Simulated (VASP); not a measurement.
Input of a VASP 6.6.1 run:

Contents of POSCAR:

```
Si
1.0
    2.5409097860      0.0000000000      0.0000000000
   -1.2704548930      2.2004924234      0.0000000000
    0.0000000000      0.0000000000      4.3106233577
Si
2
Direct
    0.3333333333      0.6666666667      0.2500000000
    0.6666666667      0.3333333333      0.7500000000
```

File INCAR.step1:

```
SYSTEM = Si
PREC = Accurate
ENCUT = 520
ISMEAR = 0
SIGMA = 0.05
LREAL = .FALSE.
LASPH = .TRUE.
NELM = 80
NBANDS = 11
GGA = PE
ALGO = Normal
EDIFF = 1E-4
LWAVE = .TRUE.
LCHARG = .FALSE.
```

INCAR.step2

```
SYSTEM = Si
PREC = Accurate
ENCUT = 520
EDIFF = 1E-6
ISMEAR = 0
SIGMA = 0.05
LREAL = .FALSE.
LASPH = .TRUE.
NELM = 80
ALGO = Normal
ISIF = 2
LWAVE = .FALSE.
LCHARG = .FALSE.
METAGGA = R2SCAN
LMIXTAU = .TRUE.
NBANDS = 11
ISTART = 1
```

Contents of KPOINTS:

```
regular mesh
0
G
  20 20 10
  0 0 0
```

Potentials or basis: VASP PAW PBE potentials, release 64 (Si).

Launch:

```bash
$ cat potpaw_PBE.64/Si/POTCAR > POTCAR
$ cp INCAR.step1 INCAR
$ mpirun -np 1 vasp_std > vasp.out
$ cp INCAR.step2 INCAR
$ mpirun -np 1 vasp_std > vasp.out
```

Question: Predict the pressure.

Answer: 16.7 GPa.

Question: What does it give for the band gap on the k mesh?

Answer: Zero (band 4 reaches 23.91 eV, above the bottom of band 5 at 9.01 eV).

Stress tensor (GPa, compression positive):
```
16.67  0.00  0.00
 0.00 16.67  0.00
 0.00  0.00 16.76
```

Caveat: the PAW data sets were made with another functional, which shifts forces and pressure a little.
